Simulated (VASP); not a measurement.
Crystal: BP.

```
B P
1.0
     0.00000    2.26832    2.21229
     2.26832    0.00000    2.21229
     2.26832    2.26832    0.00000
B P
1 1
Direct
  0.00000 0.00000 0.00000
  0.25000 0.25000 0.25000
```

This cell differs from its parent crystal: uniaxial z strain -2.5%.

Program: VASP 6.6.1. Alike in all runs: task single point; potentials or basis VASP PAW PBE potentials, release 64 (B, P); no spin polarisation; cell as given; cutoff (eV) 520.

**Question.** Order these runs on this cell by their band gap on the k mesh, lowest first.
A. level PBE; k mesh 10 × 10 × 10; smearing fermi-dirac 0.02 eV
B. level HSE06; k mesh 6 × 6 × 6; smearing gaussian 0.01 eV; grid for exact exchange (PRECFOCK) Normal; screening parameter 0.2079 1/Å
C. level r2SCAN; k mesh 10 × 10 × 10; smearing gaussian 0.01 eV

**Answer.** A (0.83 eV), C (1.01 eV), B (1.65 eV).

A k mesh can miss the band edges.
